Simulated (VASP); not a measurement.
# SnTe (F-43m) in VASP: settings compared

Aim: see how the results for SnTe move with the level of theory and the settings. Levels: PBEsol, HSE06, r2SCAN0. Tasks: relaxation of cell and atoms, single point.

Everything below comes from runs of VASP 6.6.1. Logs are shortened: lines on timing, memory, paths and dates and some standing lists are left out, and cuts for length are marked.

### 1 The cell of the first run

The structure is cubic, space group F-43m (No. 216). The conventional cell has a = 7.222 Å, b = 7.222 Å, c = 7.222 Å, α = 90.00°, β = 90.00°, γ = 90.00°. Te (site symmetry -43m) has 4 Sn at 3.13 Å within 4.1 Å. Sn (site symmetry -43m) has 4 Te at 3.13 Å within 4.1 Å.

### 2 Relaxation of cell and atoms, PBEsol, target pressure 10 GPa, at which the enthalpy is minimised

INCAR reads:

```
SYSTEM = SnTe
ALGO = Normal
EDIFF = 1E-6
EDIFFG = -0.01
ENCUT = 600
GGA = PS
IBRION = 2
ISIF = 3
ISMEAR = -1
LASPH = .TRUE.
LCHARG = .FALSE.
LREAL = .FALSE.
LWAVE = .FALSE.
NELM = 100
NSW = 60
PREC = Accurate
PSTRESS = 100.0
SIGMA = 0.05
```

KPOINTS reads:

```
k-points
0
G
  7 7 7
  0 0 0
```

POSCAR reads:

```
SnTe
1.0
    0.0000000000      3.6111460000      3.6111460000
    3.6111460000      0.0000000000      3.6111460000
    3.6111460000      3.6111460000      0.0000000000
Te Sn
1 1
Direct
    0.2500000000      0.2500000000      0.2500000000
    0.0000000000      0.0000000000      0.0000000000
```

Potentials or basis: VASP PAW PBE potentials, release 64 (Te, Sn_d).

Launch:

```console
$ cat potpaw_PBE.64/Te/POTCAR potpaw_PBE.64/Sn_d/POTCAR > POTCAR
$ mpirun -np 1 vasp_std > vasp.out
```

OUTCAR:

```text
SYSTEM = SnTe
   EDIFF = 1E-6
   EDIFFG = -0.01
   ENCUT = 600
   GGA = PS
   IBRION = 2
   ISIF = 3
   ISMEAR = -1
   LASPH = .TRUE.
   LREAL = .FALSE.
   NELM = 100
   NSW = 60
   PREC = Accurate
   PSTRESS = 100.0

 ion  position               nearest neighbor table
   1  0.250  0.250  0.250-   2 3.13   2 3.13   2 3.13   2 3.13
   2  0.000  0.000  0.000-   1 3.13   1 3.13   1 3.13   1 3.13

  LATTYP: Found a face centered cubic cell.
 ALAT       =     7.2222920000

  Lattice vectors:

 A1 = (   0.0000000000,   3.6111460000,   3.6111460000)
 A2 = (   3.6111460000,   0.0000000000,   3.6111460000)
 A3 = (   3.6111460000,   3.6111460000,   0.0000000000)

Analysis of symmetry for initial positions (statically):
=====================================================================
 Subroutine PRICEL returns:
 Original cell was already a primitive cell.

 Routine SETGRP: Setting up the symmetry group for a
 face centered cubic supercell.

 Subroutine GETGRP returns: Found 24 space group operations
 (whereof 24 operations were pure point group operations)
 out of a pool of 48 trial point group operations.

The static configuration has the point symmetry T_d .

Analysis of symmetry for dynamics (positions and initial velocities):
=====================================================================
 Subroutine PRICEL returns:
 Original cell was already a primitive cell.

 Routine SETGRP: Setting up the symmetry group for a
 face centered cubic supercell.

 Subroutine GETGRP returns: Found 24 space group operations
 (whereof 24 operations were pure point group operations)
 out of a pool of 48 trial point group operations.

The dynamic configuration has the point symmetry T_d .

 Subroutine INISYM returns: Found 24 space group operations
 (whereof 24 operations are pure point group operations),
 and found     1 'primitive' translations

----------------------------------------------------------------------------------------

                                     Primitive cell

  volume of cell :      94.1814

  direct lattice vectors                    reciprocal lattice vectors
     0.000000000  3.611146000  3.611146000    -0.138460201  0.138460201  0.138460201
     3.611146000  0.000000000  3.611146000     0.138460201 -0.138460201  0.138460201
     3.611146000  3.611146000  0.000000000     0.138460201  0.138460201 -0.138460201

  length of vectors
     5.106931649  5.106931649  5.106931649     0.239820102  0.239820102  0.239820102

  position of ions in fractional coordinates (direct lattice)
     0.250000000  0.250000000  0.250000000
     0.000000000  0.000000000  0.000000000

  ion indices of the primitive-cell ions
   primitive index   ion index
                 1           1
                 2           2

----------------------------------------------------------------------------------------

 KPOINTS: k-points

Automatic generation of k-mesh.
 Grid dimensions read from file:
 generate k-points for:    7    7    7

 Generating k-lattice:

  Cartesian coordinates                     Fractional coordinates (reciprocal lattice)
    -0.019780029  0.019780029  0.019780029     0.142857143  0.000000000  0.000000000
     0.019780029 -0.019780029  0.019780029     0.000000000  0.142857143  0.000000000
     0.019780029  0.019780029 -0.019780029     0.000000000  0.000000000  0.142857143

  Length of vectors
     0.034260015  0.034260015  0.034260015

  Shift w.r.t. Gamma in fractional coordinates (k-lattice)
     0.000000000  0.000000000  0.000000000

 Subroutine IBZKPT returns following result:
 ===========================================

 Found     20 irreducible k-points:

 Following reciprocal coordinates:
            Coordinates               Weight
  0.000000  0.000000  0.000000      1.000000
  0.142857  0.000000  0.000000      8.000000
  0.285714  0.000000  0.000000      8.000000
  0.428571  0.000000  0.000000      8.000000
  0.142857  0.142857  0.000000      6.000000
  0.285714  0.142857  0.000000     24.000000
[... 12 lines left out ...]
 -0.428571  0.428571  0.142857     24.000000
 -0.285714  0.428571  0.142857     24.000000
   k-points           NKPTS =     20   k-points in BZ     NKDIM =     20   number of bands    NBANDS=     14
   number of dos      NEDOS =    301   number of ions     NIONS =      2
   total plane-waves  NPLWV =  74088
   dimension x,y,z NGX =    42 NGY =   42 NGZ =   42
   dimension x,y,z NGXF=    84 NGYF=   84 NGZF=   84
   ions per type =               1   1
   NGX,Y,Z   is equivalent  to a cutoff of  13.67, 13.67, 13.67 a.u.
   NGXF,Y,Z  is equivalent  to a cutoff of  27.34, 27.34, 27.34 a.u.
 SYSTEM =  SnTe
   PREC   = accura    normal or accurate (medium, high low for compatibility)
   ISTART =      0    job   : 0-new  1-cont  2-samecut
   ICHARG =      2    charge: 1-file 2-atom 10-const
   ISPIN  =      1    spin polarized calculation?
   LNONCOLLINEAR =      F non collinear calculations
   LSORBIT =      F    spin-orbit coupling
   LASPH  =      T    aspherical Exc in radial PAW
   ENCUT  =  600.0 eV  44.10 Ry    6.64 a.u.  10.20 10.20 10.20*2*pi/ulx,y,z
   NELM   =    100;   NELMIN=  2; NELMDL= -5     # of ELM steps
   EDIFF  = 0.1E-05   stopping-criterion for ELM
   LREAL  =      F    real-space projection
   EDIFFG = -.1E-01   stopping-criterion for IOM
   NSW    =     60    number of steps for IOM
   IBRION =      2    ionic relax: 0-MD 1-quasi-New 2-CG
   NFREE  =      1    steps in history (QN), initial steepest desc. (CG)
   ISIF   =      3    stress and relaxation
   ISYM   =      2    0-nonsym 1-usesym 2-fastsym
   POTIM  = 0.5000    time-step for ionic-motion
   TEBEG  =    0.0;   TEEND  =   0.0 temperature during run
   PSTRESS=  100.0 pullay stress
   NELECT =      20.0000    total number of electrons
   NUPDOWN=      -1.0000    fix difference up-down
   EMIN   =  10.00;   EMAX   =-10.00  energy-range for DOS
   EFERMI =   0.00;   METHOD = LEGACY
   ISMEAR =    -1;   SIGMA  =   0.05  broadening in eV -4-tet -1-fermi 0-gaus
   EFERMI_NEDOS =   21; number of points for ismear=-14 and -15
   IALGO  =     38    algorithm
   IMIX   =      4    mixing-type and parameters
     AMIX     =   0.40;   BMIX     =  1.00
     AMIX_MAG =   1.60;   BMIX_MAG =  1.00
  volume/ion in A,a.u.               =      47.09       317.78
  Fermi-wavevector in a.u.,A,eV,Ry     =   0.976704  1.845704 12.979296  0.953951
  Thomas-Fermi vector in A             =   2.107344
   LORBIT       =      0    0 simple, 1 ext, 2 COOP (PROOUT), +10 PAW based schemes
   GGA     = PS    functional components
   LHFCALC =     F    Hartree Fock is set to
   AEXX    =    0.0000 exact exchange contribution
   IVDW    =     0    specifies the selected vdW correction
   LEPSILON=     F    determine dielectric tensor
   LRPA    =     F    only Hartree local field effects (RPA)
 conjugate gradient relaxation of ions
 non-spin polarized calculation
  energy-cutoff  :      600.00
  volume of cell :       94.18
 maximum number of plane-waves:      3166
 NGX is ok and might be reduce to    42
   NGX = 21   NGY = 21   NGZ = 21

--------------------------------------- Ionic step        1  -------------------------------------------

 number of electron      20.0000000 magnetization

 Free energy of the ion-electron system (eV)
  ---------------------------------------------------
  ext. energy  EPLUGINS =         0.00000000
  ---------------------------------------------------
  free energy    TOTEN  =        -7.60315988 eV

  energy without entropy =       -7.60149109  energy(sigma->0) =       -7.60232548

 E-fermi :   3.0252     XC(G=0):  -7.6281

 val. band max:        2.8459053824   @ k =  -0.2857   0.4286   0.1429
 cond. band min:       3.1290789699   @ k =   0.4286   0.4286   0.0000
 fundamental gap:      0.2831735874
 Fermi energy:         3.0251596622

 k-point     1 :       0.0000    0.0000    0.0000
  band No.  band energies     occupation
      1     -18.6598      2.00000
      2     -18.6598      2.00000
      3     -18.6598      2.00000
      4     -18.6506      2.00000
      5     -18.6506      2.00000
      6      -8.5079      2.00000
      7      -2.1782      2.00000
      8       1.1123      2.00000
      9       1.1123      2.00000
     10       1.1123      2.00000
     11       4.0299      0.00000
     12       4.0299      0.00000
     13       4.0300      0.00000
     14       7.0163      0.00000

 k-point     2 :       0.1429    0.0000    0.0000
  band No.  band energies     occupation
      1     -18.6601      2.00000
      2     -18.6596      2.00000
      3     -18.6596      2.00000
      4     -18.6506      2.00000
      5     -18.6506      2.00000
      6      -8.4224      2.00000
      7      -2.5771      2.00000
      8       0.9872      2.00000
      9       0.9872      2.00000
     10       1.1956      2.00000
[... 527 lines left out ...]
  FREE ENERGIE OF THE ION-ELECTRON SYSTEM (eV)
  ---------------------------------------------------
  free  energy   TOTEN  =        -7.1572848362 eV

  energy  without entropy=       -7.1485379234  energy(sigma->0) =       -7.15291138

  enthalpy is  TOTEN    =        -2.7711714813 eV   P V=        4.3861133549

--------------------------------------- Ionic step        7  -------------------------------------------

 number of electron      20.0000003 magnetization

 Free energy of the ion-electron system (eV)
  ---------------------------------------------------
  ext. energy  EPLUGINS =         0.00000000
  ---------------------------------------------------
  free energy    TOTEN  =        -7.14422347 eV

  energy without entropy =       -7.13540460  energy(sigma->0) =       -7.13981403

 E-fermi :   5.9461     XC(G=0):  -8.9137

 val. band max:        5.8070810281   @ k =   0.2857   0.2857   0.0000
 cond. band min:       5.9717230698   @ k =  -0.2857   0.4286   0.1429
 fundamental gap:      0.1646420418
 Fermi energy:         5.9460891847

 k-point     1 :       0.0000    0.0000    0.0000
  band No.  band energies     occupation
      1     -15.9613      2.00000
      2     -15.9613      2.00000
      3     -15.9613      2.00000
      4     -15.9211      2.00000
      5     -15.9211      2.00000
      6      -7.4625      2.00000
      7       1.7109      2.00000
      8       3.2763      2.00000
      9       3.2763      2.00000
     10       3.2763      2.00000
     11       6.6346      0.00000
     12       6.6346      0.00000
     13       6.6346      0.00000
     14       9.8045      0.00000

 k-point     2 :       0.1429    0.0000    0.0000
  band No.  band energies     occupation
      1     -15.9628      2.00000
      2     -15.9601      2.00000
      3     -15.9601      2.00000
      4     -15.9212      2.00000
      5     -15.9212      2.00000
      6      -7.3172      2.00000
      7       0.5801      2.00000
      8       3.0822      2.00000
      9       3.0822      2.00000
     10       3.8075      2.00000
[... 330 lines left out ...]
 POSITION                                       TOTAL-FORCE (eV/Angst)
 -----------------------------------------------------------------------------------
      1.63602      1.63602      1.63602         0.000000      0.000000      0.000000
      0.00000      0.00000      0.00000        -0.000000     -0.000000     -0.000000
 -----------------------------------------------------------------------------------
    total drift:                                0.000000      0.000000      0.000000

  FREE ENERGIE OF THE ION-ELECTRON SYSTEM (eV)
  ---------------------------------------------------
  free  energy   TOTEN  =        -7.1442234706 eV

  energy  without entropy=       -7.1354045980  energy(sigma->0) =       -7.13981403

  enthalpy is  TOTEN    =        -2.7712951861 eV   P V=        4.3729282845

 reached required accuracy - stopping structural energy minimisation
```

Wall time 96 s (1 thread of Intel Xeon 6975P-C (Granite Rapids), shared host); peak memory 0.29 GiB.

Results:

```
Free energy                                                : -7.1442 eV
Relaxed volume                                             : 35.03 Å³/atom
Relaxed cell                                               : a = 4.627 Å, b = 4.627 Å, c = 4.627 Å, α = 60.00°, β = 60.00°, γ = 60.00°
Space group after relaxing (to 0.1 Å)                      : F-43m (No. 216)
Energy change on relaxing (the run minimises the enthalpy) : +229.5 meV/atom
Ionic steps                                                : 7
Pressure after relaxing                                    : 10.0 GPa
Band gap on the k mesh                                     : zero (bands 10 and 11 overlap by 0.53 eV)
```

Step by step:
```tsv
step	energy change (eV)	largest force (eV/Å)	pressure (GPa)	volume (Å³)
1	0.0000	0.0000	-1.38	94.18
2	2.1735	0.0000	31.10	55.55
3	0.4146	0.0000	9.38	70.80
4	0.4503	0.0000	9.86	70.20
5	0.4775	0.0000	10.25	69.77
6	0.4459	0.0000	9.83	70.27
7	0.4589	0.0000	9.99	70.06
```

Final structure:
```
CELL_PARAMETERS angstrom
0.00000 3.27203 3.27203
3.27203 0.00000 3.27203
3.27203 3.27203 0.00000
ATOMIC_POSITIONS crystal
Te 0.25000 0.25000 0.25000
Sn 0.00000 0.00000 0.00000
```

Levels at points of the mesh, in eV from the Fermi level:
| k point | band 6 | band 7 | band 8 | band 9 | band 10 | band 11 | band 12 | band 13 | band 14 |
| --- | --- | --- | --- | --- | --- | --- | --- | --- | --- |
| (0.00, 0.00, 0.00) | -13.41 | -4.24 | -2.67 | -2.67 | -2.67 | 0.69 | 0.69 | 0.69 | 3.86 |

Caveat: the cell is relaxed towards a set pressure, so the run minimises the enthalpy, not the energy; the volume moved by over 15 % at a fixed basis, so the end points are rough; semilocal functionals underestimate gaps, and a narrow one can read as zero; the PAW data sets were made with another functional, which shifts forces and pressure a little; spin-orbit coupling is left out, which moves the levels of the heavy elements.

### 3 Relaxation of cell and atoms, PBEsol, target pressure 20 GPa, at which the enthalpy is minimised

INCAR reads:

```
PREC = Accurate ; ENCUT = 600
EDIFF = 1E-6 ; ISMEAR = -1
SIGMA = 0.05 ; LREAL = F
LASPH = T ; NELM = 100
ALGO = Normal ; ISIF = 3
LWAVE = F ; LCHARG = F
GGA = PS ; IBRION = 2
NSW = 60 ; EDIFFG = -0.01
PSTRESS = 200.0
```

KPOINTS reads:

```
regular mesh
0
Gamma
  7 7 7
```

POSCAR is that of step 2.

Potentials or basis: VASP PAW PBE potentials, release 64 (Te, Sn_d).

Launch:

```console
$ cat potpaw_PBE.64/Te/POTCAR potpaw_PBE.64/Sn_d/POTCAR > POTCAR
$ mpirun -np 1 vasp_std > vasp.out
```

Run time: 3.3 min. Hardware: 1 thread of Intel Xeon 6975P-C (Granite Rapids), shared host; peak memory 0.31 GiB.

It converged, with:

- Free energy: -6.3707 eV
- Relaxed volume: 30.77 Å³/atom
- Relaxed cell: a = 4.431 Å, b = 4.431 Å, c = 4.431 Å, α = 60.00°, β = 60.00°, γ = 60.00°
- Space group after relaxing (to 0.1 Å): F-43m (No. 216)
- Energy change on relaxing (the run minimises the enthalpy): +616.2 meV/atom
- Ionic steps: 17
- Pressure after relaxing: 20.0 GPa
- Band gap on the k mesh: zero (bands 10 and 11 overlap by 0.88 eV)

Step by step:
| step | energy change (eV) | largest force (eV/Å) | pressure (GPa) | volume (Å³) |
| --- | --- | --- | --- | --- |
| 1 | 0.0000 | 0.0000 | -1.38 | 94.18 |
| 2 | 16.1093 | 0.0000 | 234.36 | 31.87 |
| 3 | 0.8168 | 0.0000 | 14.76 | 65.39 |
| 4 | 1.0143 | 0.0000 | 17.27 | 63.41 |
| 5 | 1.2387 | 0.0000 | 20.06 | 61.49 |
| 6 | 1.1694 | 0.0000 | 19.23 | 62.05 |
| 7 | 1.1727 | 0.0000 | 19.29 | 62.02 |
| 8 | 1.1828 | 0.0000 | 19.41 | 61.94 |
| 9 | 1.1830 | 0.0000 | 19.39 | 61.94 |
| 10 | 1.1835 | 0.0000 | 19.38 | 61.93 |
| 11 | 1.1845 | 0.0000 | 19.42 | 61.93 |
| 12 | 1.1865 | 0.0000 | 19.45 | 61.91 |
| 13 | 1.1906 | 0.0000 | 19.51 | 61.88 |
| 14 | 1.1987 | 0.0000 | 19.60 | 61.81 |
| 15 | 1.2150 | 0.0000 | 19.78 | 61.68 |
| 16 | 1.2481 | 0.0000 | 20.19 | 61.41 |
| 17 | 1.2325 | 0.0000 | 20.01 | 61.54 |

Final structure:
```yaml
crystal:
  lattice:
    - [0.00000, 3.13352, 3.13352]
    - [3.13352, 0.00000, 3.13352]
    - [3.13352, 3.13352, 0.00000]
  atoms:
    - { symbol: Te, position: [0.25000, 0.25000, 0.25000] }
    - { symbol: Sn, position: [0.00000, 0.00000, 0.00000] }
```

Levels at points of the mesh, in eV from the Fermi level:
| k point | band 8 | band 9 | band 10 | band 11 | band 12 | band 13 |
| --- | --- | --- | --- | --- | --- | --- |
| (0.00, 0.00, 0.00) | -2.92 | -2.92 | -2.92 | 0.56 | 0.56 | 0.56 |

Caveat: the cell is relaxed towards a set pressure, so the run minimises the enthalpy, not the energy; the volume moved by over 15 % at a fixed basis, so the end points are rough; the PAW data sets were made with another functional, which shifts forces and pressure a little; spin-orbit coupling is left out, which moves the levels of the heavy elements.

### 4 Relaxation of cell and atoms, PBEsol, target pressure 30 GPa, at which the enthalpy is minimised

INCAR reads:

```
SYSTEM = SnTe
PREC = Accurate ; ENCUT = 600
EDIFF = 1E-6 ; ISMEAR = -1
SIGMA = 0.05 ; LREAL = .False.
LASPH = .True. ; NELM = 100
ALGO = Normal ; ISIF = 3
LWAVE = .False. ; LCHARG = .False.
GGA = PS ; IBRION = 2
NSW = 60 ; EDIFFG = -0.01
PSTRESS = 300.0
```

KPOINTS reads:

```
Automatic mesh
0
Gamma
  7 7 7
  0 0 0
```

POSCAR is that of step 3.

Launch:

```console
$ cat potpaw_PBE.64/Te/POTCAR potpaw_PBE.64/Sn_d/POTCAR > POTCAR
$ mpirun -np 1 vasp_std > vasp.out
```

Wall time 2.3 min (1 thread of Intel Xeon 6975P-C (Granite Rapids), shared host); peak memory 0.34 GiB.

Results (log left out):

```yaml
Free_energy: -5.5245 eV
Relaxed_volume: 28.02 Å³/atom
Relaxed_cell: a = 4.296 Å, b = 4.296 Å, c = 4.296 Å, α = 60.00°, β = 60.00°, γ = 60.00°
Space_group_after_relaxing_to_0.1_Å: F-43m (No. 216)
Energy_change_on_relaxing_the_run_minimises_the_enthalpy: +1039.4 meV/atom
Ionic_steps: 9
Pressure_after_relaxing: 30.0 GPa
Band_gap_on_the_k_mesh: zero (bands 10 and 11 overlap by 1.09 eV)
```

Step by step:
```tsv
step	energy change (eV)	largest force (eV/Å)	pressure (GPa)	volume (Å³)
1	0.0000	0.0000	-1.38	94.18
2	86.8343	0.0000	1805.46	16.11
3	0.0141	0.0000	2.09	82.89
4	0.2000	0.0000	6.05	75.30
5	2.6260	0.0000	36.46	53.40
6	1.9812	0.0000	28.90	56.58
7	2.0966	0.0000	30.20	55.95
8	2.0494	0.0000	29.66	56.21
9	2.0787	0.0000	29.99	56.05
```

Final structure:
```
CELL_PARAMETERS angstrom
0.00000 3.03746 3.03746
3.03746 0.00000 3.03746
3.03746 3.03746 0.00000
ATOMIC_POSITIONS crystal
Te 0.25000 0.25000 0.25000
Sn 0.00000 0.00000 0.00000
```

Levels at points of the mesh, in eV from the Fermi level:
```tsv
k point	band 7	band 8	band 9	band 10	band 11	band 12	band 13	band 14
(0.00, 0.00, 0.00)	-3.13	-3.13	-3.13	-3.12	0.42	0.42	0.42	3.84
```

Caveat: the cell is relaxed towards a set pressure, so the run minimises the enthalpy, not the energy; the volume moved by over 15 % at a fixed basis, so the end points are rough; the PAW data sets were made with another functional, which shifts forces and pressure a little; spin-orbit coupling is left out, which moves the levels of the heavy elements.

(Part 1 of 2 ends here.)

The gap in the log of VASP goes by the Fermi energy; the results here count the filled bands.